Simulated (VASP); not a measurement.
Cd7SnS8 (a cell with a defect), 16 atoms in the cell. The cell holds a defect, 16 atoms: a = 8.247 Å, b = 7.142 Å, c = 6.711 Å, α = 90.00°, β = 90.00°, γ = 90.00°. 

| Property | Result |
| --- | --- |
| Program | VASP 6.6.1 |
| Task | single point |
| Functional | PBEsol |
| Dispersion | D4 |
| Potentials or basis | VASP PAW PBE potentials, release 64 (Cd, Sn_d, S) |
| Cutoff | 400 eV |
| k mesh | 1 × 1 × 1, shifted |
| Occupations | fermi-dirac, width 0.05 eV |
| Spin | no spin polarisation |
| Dipole correction | no |
| Charge | 2 |
| Mended | yes |
| Further INCAR settings | LREAL = Auto; ALGO = Normal; EDIFF = 1e-06; NBANDS = 87; ISYM = -1; NELECT = 144.0 |

Potentials or basis: VASP PAW PBE potentials, release 64 (Cd, Sn_d, S).

The run is started by

```sh
$ cat potpaw_PBE.64/Cd/POTCAR potpaw_PBE.64/Sn_d/POTCAR potpaw_PBE.64/S/POTCAR > POTCAR
$ mpirun -np 1 vasp_std > vasp.out
```

Hardware: 1 thread of AMD EPYC 7R13 Processor (Zen 3), on a shared host.

Q: How long does it take, and how much memory?

A: Wall time 38 s on 1 thread of AMD EPYC 7R13 Processor (Zen 3), on a shared host, peak memory 0.31 GiB. Counts: scf iterations 15, k points 1.
